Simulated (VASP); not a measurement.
# Si16Ge (a cell with a defect) in VASP: a series of runs, part 3 of 3

VASP 6.6.1.

## Step 5: Single point, PBEsol

Contents of INCAR:

```
SYSTEM = Si16Ge
  PREC = Accurate
  ENCUT = 520
  EDIFF = 1E-6
  ISMEAR = 0
  SIGMA = 0.02
  LREAL = Auto
  LASPH = .True.
  NELM = 80
  ALGO = Normal
  ISIF = 2
  LWAVE = .False.
  LCHARG = .False.
  GGA = PS
  NBANDS = 53
```

Contents of KPOINTS:

```
regular mesh
0
Gamma
  2 2 2
  0 0 0
```

Contents of POSCAR:

```
Si16Ge
1.0
    0.0000000000      5.4300000000      5.4300000000
    5.4300000000      0.0000000000      5.4300000000
    5.4300000000      5.4300000000      0.0000000000
Si Ge
16 1
Direct
   -0.0004633517      0.0007847145      0.0001081031
    0.1242552486      0.1247659300      0.1240668508
    0.0046696133      0.0059103131      0.4949810313
    0.1235128913      0.1255082873      0.6274480663
    0.0046047882      0.4957219153      0.0051697974
    0.1235025783      0.6281154696      0.1248259669
    0.0025003683      0.4978224678      0.4971395948
    0.1360142726      0.6237382136      0.6229221915
    0.4965746777      0.0037647330      0.0030492634
    0.6268783610      0.1247442910      0.1240853591
    0.4944601289      0.0058531308      0.4950382136
    0.6225105893      0.1370984346      0.6179774401
    0.4944108656      0.4956613260      0.0052270718
    0.6223555249      0.6186855433      0.1364317680
    0.4996104972      0.5007031308      0.5000366483
    0.6172872007      0.6236048803      0.6230542357
    0.7496464088      0.7506721915      0.7499963168
```

Potentials or basis: VASP PAW PBE potentials, release 64 (Si, Ge_d).

Started as:

```sh
$ cat potpaw_PBE.64/Si/POTCAR potpaw_PBE.64/Ge_d/POTCAR > POTCAR
$ mpirun -np 1 vasp_std > vasp.out
```

OUTCAR:

```text
SYSTEM = Si16Ge
   PREC = Accurate
   ENCUT = 520
   EDIFF = 1E-6
   ISMEAR = 0
   LREAL = Auto
   LASPH = .True.
   NELM = 80
   ISIF = 2
   GGA = PS

 ion  position               nearest neighbor table
   1  1.000  0.001  0.000-  10 2.34   2 2.34   4 2.34   6 2.34
   2  0.124  0.125  0.124-   3 2.33   5 2.33   9 2.33   1 2.34
   3  0.005  0.006  0.495-   4 2.33   2 2.33  12 2.40   8 2.40  17 2.77
   4  0.124  0.126  0.627-   3 2.33  11 2.33   7 2.33   1 2.34
   5  0.005  0.496  0.005-   6 2.33   2 2.33  14 2.40   8 2.40  17 2.77
   6  0.124  0.628  0.125-  13 2.33   5 2.33   7 2.33   1 2.34
   7  0.003  0.498  0.497-   6 2.33   4 2.33   8 2.42  16 2.42  17 2.75
   8  0.136  0.624  0.623-  15 2.28   3 2.40   5 2.40   7 2.42  17 2.42
   9  0.497  0.004  0.003-  10 2.33   2 2.33  12 2.41  14 2.41  17 2.75
  10  0.627  0.125  0.124-  13 2.33  11 2.33   9 2.33   1 2.34
  11  0.494  0.006  0.495-   4 2.33  10 2.33  12 2.40  16 2.40  17 2.77
  12  0.623  0.137  0.618-  15 2.28   3 2.40  11 2.40   9 2.41  17 2.42
  13  0.494  0.496  0.005-   6 2.33  10 2.33  14 2.40  16 2.40  17 2.77
  14  0.622  0.619  0.136-  15 2.28  13 2.40   5 2.40   9 2.41  17 2.42
[... 211 lines left out ...]
      1     -18.2767      2.00000
      2     -18.2767      2.00000
      3     -18.2764      2.00000
      4     -18.2641      2.00000
      5     -18.2614      2.00000
      6      -6.6132      2.00000
[... 421 lines left out ...]
     50      10.1990      0.00000
     51      10.2222      0.00000
 [bands above 51 left out]

------------------------ aborting loop because EDIFF is reached ----------------------------------------

  FORCE on cell =-STRESS in cart. coord.  units (eV):
  Direction    XX          YY          ZZ          XY          YZ          ZX
  --------------------------------------------------------------------------------------
  -------------------------------------------------------------------------------------
  Total        8.8644577      9.7012128      9.7228261      0.0004439     -0.0006531     -0.0012869
  in kB       44.3540486     48.5408224     48.6489664      0.0022211     -0.0032677     -0.0064390
  external PRESSURE =      47.1812791 kB  Pullay stress =       0.0000000 kB

 VOLUME and BASIS-vectors are now :
 -----------------------------------------------------------------------------
  energy-cutoff  :      520.00
  volume of cell :      320.21
      direct lattice vectors                 reciprocal lattice vectors
     0.000000000  5.430000000  5.430000000    -0.092081031  0.092081031  0.092081031
     5.430000000  0.000000000  5.430000000     0.092081031 -0.092081031  0.092081031
     5.430000000  5.430000000  0.000000000     0.092081031  0.092081031 -0.092081031

 POSITION                                       TOTAL-FORCE (eV/Angst)
 -----------------------------------------------------------------------------------
      0.00485      5.42807      5.43175        -0.002414      0.001037     -0.000949
      1.35116      1.34839      1.35218        -0.000061      0.002569      0.002845
      2.71984      2.71310      0.05745        -0.000224      0.000646     -0.000491
      4.08855      4.07772      1.35218         0.001454     -0.000247      0.000582
      2.71984      0.05308      2.71677         0.000100      0.000044      0.000176
      4.08847      1.34842      4.08129         0.003356     -0.000792      0.000081
[... 9 lines left out ...]
      6.76936      6.73505      6.73804        -0.003717      0.004216      0.005389
      8.14863      8.14306      8.14673         0.002099      0.000032     -0.000154
 -----------------------------------------------------------------------------------
    total drift:                                0.000405      0.001400     -0.000857

  FREE ENERGIE OF THE ION-ELECTRON SYSTEM (eV)
  ---------------------------------------------------
  free  energy   TOTEN  =       -92.7838214012 eV

  energy  without entropy=      -92.7835104523  energy(sigma->0) =      -92.78366593
```

OSZICAR:

```text
N       E                     dE             d eps       ncg     rms          rms(c)
DAV:   1     0.387781701237E+03    0.38778E+03   -0.29976E+04  1076   0.159E+03
DAV:   2    -0.301981469751E+02   -0.41798E+03   -0.38754E+03   946   0.384E+02
DAV:   3    -0.914464210245E+02   -0.61248E+02   -0.58942E+02  1056   0.102E+02
DAV:   4    -0.945761539150E+02   -0.31297E+01   -0.30954E+01  1064   0.268E+01
DAV:   5    -0.946736983339E+02   -0.97544E-01   -0.97293E-01  1080   0.473E+00    0.147E+01
DAV:   6    -0.933475164142E+02    0.13262E+01   -0.76703E-01  1032   0.299E+00    0.874E+00
DAV:   7    -0.927813188515E+02    0.56620E+00   -0.12155E+00  1032   0.369E+00    0.623E-01
DAV:   8    -0.927838136092E+02   -0.24948E-02   -0.73543E-02  1096   0.137E+00    0.373E-01
DAV:   9    -0.927835642548E+02    0.24935E-03   -0.76247E-03  1128   0.481E-01    0.178E-01
DAV:  10    -0.927837389643E+02   -0.17471E-03   -0.59250E-04  1264   0.189E-01    0.947E-02
DAV:  11    -0.927838217662E+02   -0.82802E-04   -0.13643E-04  1000   0.498E-02    0.170E-02
DAV:  12    -0.927838202876E+02    0.14786E-05   -0.21472E-05  1272   0.410E-02    0.114E-02
DAV:  13    -0.927838214655E+02   -0.11779E-05   -0.47186E-06  1000   0.825E-03    0.409E-03
DAV:  14    -0.927838214012E+02    0.64285E-07   -0.27733E-07   616   0.353E-03
   1 F= -.92783821E+02 E0= -.92783666E+02  d E =-.310949E-03
```

Wall time 3.6 min (1 thread of AMD EPYC 9R45 (Zen 5), shared host); peak memory 0.46 GiB.

Results:

- Free energy: -92.7838 eV
- Pressure: 4.7 GPa
- Largest force: 0.008 eV/Å
- Band gap on the k mesh: zero (band 39 reaches 6.88 eV, above the bottom of band 40 at 6.54 eV)

Forces in eV/Å, atoms in the order of the input:
```
Si  -0.002  0.001 -0.001
Si   0.000  0.003  0.003
Si   0.000  0.001  0.000
Si   0.001  0.000  0.001
Si   0.000  0.000  0.000
Si   0.003 -0.001  0.000
Si   0.005 -0.001  0.000
Si  -0.004 -0.005 -0.004
Si  -0.002 -0.001  0.000
Si   0.000 -0.003 -0.003
Si   0.000  0.001 -0.001
Si   0.002  0.002 -0.003
Si   0.000  0.000  0.001
Si   0.001 -0.002  0.003
Si  -0.003  0.001 -0.001
Si  -0.004  0.004  0.005
Ge   0.002  0.000  0.000
```

Stress tensor (GPa, compression positive):
```
4.44 0.00 0.00
0.00 4.85 0.00
0.00 0.00 4.86
```

Caveat: the k points lie up to 0.50 Å⁻¹ apart; the PAW data sets were made with another functional, which shifts forces and pressure a little.

## Step 6: Single point, PBEsol

Contents of INCAR:

```
PREC     = Accurate       # precision mode
ENCUT    = 520            # plane-wave cutoff, eV
EDIFF    = 1E-6           # SCF threshold, eV
ISMEAR   = 0              # smearing method
SIGMA    = 0.02           # smearing width, eV
LREAL    = Auto         
LASPH    = True           # aspherical terms in the spheres
NELM     = 60             # most SCF steps
ALGO     = Normal         # electronic algorithm
ISIF     = 2              # what is computed and relaxed
LWAVE    = False          # write WAVECAR
LCHARG   = False          # write CHGCAR
GGA      = PS             # functional
NBANDS   = 53             # bands
```

Contents of KPOINTS:

```
regular mesh
0
Gamma
  2 2 2
```

POSCAR is that of step 5.

Potentials or basis: VASP PAW PBE potentials, release 64 (Si, Ge_d).

Started as:

```sh
$ cat potpaw_PBE.64/Si/POTCAR potpaw_PBE.64/Ge_d/POTCAR > POTCAR
$ mpirun -np 1 vasp_std > vasp.out
```

Wall time 3.5 min (1 thread of AMD EPYC 9R45 (Zen 5), shared host); peak memory 0.46 GiB.

The run converged. Its results:

| Quantity | Value |
| --- | --- |
| Free energy | -92.7838 eV |
| Pressure | 4.7 GPa |
| Largest force | 0.008 eV/Å |
| Band gap on the k mesh | zero (band 39 reaches 6.88 eV, above the bottom of band 40 at 6.54 eV) |

Forces on the atoms (eV/Å):
```
Si  -0.002  0.001 -0.001
Si   0.000  0.003  0.003
Si   0.000  0.001  0.000
Si   0.001  0.000  0.001
Si   0.000  0.000  0.000
Si   0.003 -0.001  0.000
Si   0.005 -0.001  0.000
Si  -0.004 -0.005 -0.004
Si  -0.002 -0.001  0.000
Si   0.000 -0.003 -0.003
Si   0.000  0.001 -0.001
Si   0.002  0.002 -0.003
Si   0.000  0.000  0.001
Si   0.001 -0.002  0.003
Si  -0.003  0.001 -0.001
Si  -0.004  0.004  0.005
Ge   0.002  0.000  0.000
```

Stress tensor (GPa, compression positive):
```
4.44 0.00 0.00
0.00 4.85 0.00
0.00 0.00 4.86
```

Levels at points of the mesh, in eV from the Fermi level:
```
           k point  band 37  band 38  band 39  band 40  band 41  band 42
(0.00, 0.00, 0.00)    -0.71    -0.71    -0.25    -0.25    -0.22    -0.03
(0.50, 0.00, 0.00)    -1.39    -1.38    -0.31     0.51     0.54     0.87
(0.00, 0.50, 0.00)    -1.39    -1.38    -0.31     0.51     0.54     0.87
(0.00, 0.00, 0.50)    -1.39    -1.38    -0.31     0.51     0.54     0.87
(0.50, 0.50, 0.50)    -1.39    -1.38    -0.31     0.51     0.54     0.87
(0.50, 0.50, 0.00)    -1.81    -1.25     0.07     0.81     1.04     1.05
(0.00, 0.50, 0.50)    -1.85    -1.29     0.08     0.81     1.05     1.05
(0.50, 0.00, 0.50)    -1.81    -1.25     0.07     0.81     1.04     1.05
```

Caveat: the k points lie up to 0.50 Å⁻¹ apart; the PAW data sets were made with another functional, which shifts forces and pressure a little.
